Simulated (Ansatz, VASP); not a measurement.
# Ti4C: VASP beside Ansatz

File INCAR:

```
  PREC = Accurate
  ENCUT = 600
  EDIFF = 1E-6
  ISMEAR = 0
  SIGMA = 0.1
  LREAL = F
  LASPH = T
  NELM = 80
  ALGO = Normal
  ISIF = 3
  LWAVE = F
  LCHARG = F
  GGA = PE
  IBRION = 2
  NSW = 100
  EDIFFG = -0.01
```

Contents of KPOINTS:

```
regular mesh
0
Gamma
  12 12 10
```

The input POSCAR:

```
Ti4C
1.0
    4.9541689658      0.0000000000      0.0000000000
   -2.4770844829      4.2904361790      0.0000000000
    0.0000000000      0.0000000000      3.9086376132
Ti C
4 1
Direct
    0.5000000000      0.0000000000      0.5000000000
    0.0000000000      0.5000000000      0.5000000000
    0.5000000000      0.5000000000      0.5000000000
    0.0000000000      0.0000000000      0.0000000000
    0.0000000000      0.0000000000      0.5000000000
```

Input for Ansatz:

```yaml
crystal:
  lattice:
    - [4.9541689658, 0.0, 0.0]
    - [-2.4770844829, 4.290436179, 0.0]
    - [0.0, 0.0, 3.9086376132]
  atoms:
    - { symbol: Ti, position: [0.5, 0.0, 0.5] }
    - { symbol: Ti, position: [0.0, 0.5, 0.5] }
    - { symbol: Ti, position: [0.5, 0.5, 0.5] }
    - { symbol: Ti, position: [0.0, 0.0, 0.0] }
    - { symbol: C, position: [0.0, 0.0, 0.5] }
basis:
  ecutwfc: 420
kpoints:
  mp_grid: { grid: [12, 12, 10] }
hamiltonian:
  xc: pbe
scf:
  occupations: { method: gaussian, width: 0.1 }
output:
  forces: true
  stress: true
  eigenvalues: true
  write_density: true
  write_potential: true
  elf: true
  volumetric_format: npy
relax:
  adjacent_minimum: "off"
  f_tol: 0.01
  max_steps: 80
  cell: { stress_tol: 0.05 }
```

Alike in both runs: task relaxation of cell and atoms; functional PBE; k mesh 12 × 12 × 10; occupations gaussian, width 0.1 eV; no spin polarisation.

|  | VASP | Ansatz |
| --- | --- | --- |
| version | VASP 6.6.1 | Ansatz 0.2.0 |
| potentials or method | VASP PAW PBE potentials, release 64 (Ti_sv, C), cutoff 600 eV | scalar-relativistic, plane waves, PAW |
| valence electrons in the cell | 52 | 52 |

|  | VASP | Ansatz | Ansatz less VASP |
| --- | --- | --- | --- |
| gap on the k mesh at the Fermi level, each at its own relaxed structure (eV) | none | none | - |
| relaxed volume (Å³/atom) | 16.57 | 16.56 | -0.008 |
| relaxed length of the cell vector where the two differ most in proportion (Å) | 4.940 | 4.939 | -0.0011 |

A gap of «none» marks a metal or a gap that the smearing closes.
